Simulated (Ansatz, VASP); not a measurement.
**Bi2Se3: VASP and Ansatz over several settings**

```xyz
5
Lattice="2.0715 1.1960 9.5453 -2.0715 1.1960 9.5453 0.0000 -2.3920 9.5453" Properties=species:S:1:pos:R:3 pbc="T T T"
Bi    0.0000    0.0000   17.1587
Bi    0.0000    0.0000   11.4773
Se    0.0000    0.0000   22.5738
Se    0.0000    0.0000    6.0622
Se    0.0000    0.0000    0.0000
```

Single points on this cell with VASP 6.6.1 and Ansatz 0.2.0. Each row is one pair of runs. Alike in all rows: spin: off; smearing: fermi-dirac, width 0.05 eV; VASP's potentials, cutoff: VASP PAW PBE potentials, release 64 (Bi_d, Se), 520 eV; Ansatz's potentials, cutoff: Ansatz PAW, 420 eV.

| level | k mesh | gap on the k mesh at the Fermi level (eV), VASP | gap on the k mesh at the Fermi level (eV), Ansatz | least direct gap on the mesh (eV), VASP | least direct gap on the mesh (eV), Ansatz | pressure (GPa), VASP | pressure (GPa), Ansatz |
| --- | --- | --- | --- | --- | --- | --- | --- |
| BLYP | 8 × 8 × 8 | 0.26 | 0.27 | 0.26 | 0.27 | 6.5 | 6.3 |
| PBE exchange alone | 8 × 8 × 8 | 0.29 | 0.29 | 0.29 | 0.29 | 12.0 | 11.9 |
| PBE | 13 × 13 × 13 | 0.21 | 0.21 | 0.21 | 0.21 | 2.6 | 2.6 |
| PBE | 6 × 6 × 6 | 0.22 | 0.22 | 0.22 | 0.22 | 2.5 | 2.5 |

Gap on the k mesh at the fermi level (eV): the two programs differ by at most 0.004; least direct gap on the mesh (eV): the two programs differ by at most 0.004; pressure (GPa): the two programs differ by at most 0.24.

VASP's potentials hold 48 valence electrons a cell and Ansatz's 78, so a difference there can come from the potentials and not from the codes.

Spin-orbit coupling is off throughout. Noted on Ansatz's runs: odd divisions of the mesh miss points on the zone boundary, where band edges often lie, so the gap on the mesh can be too wide.
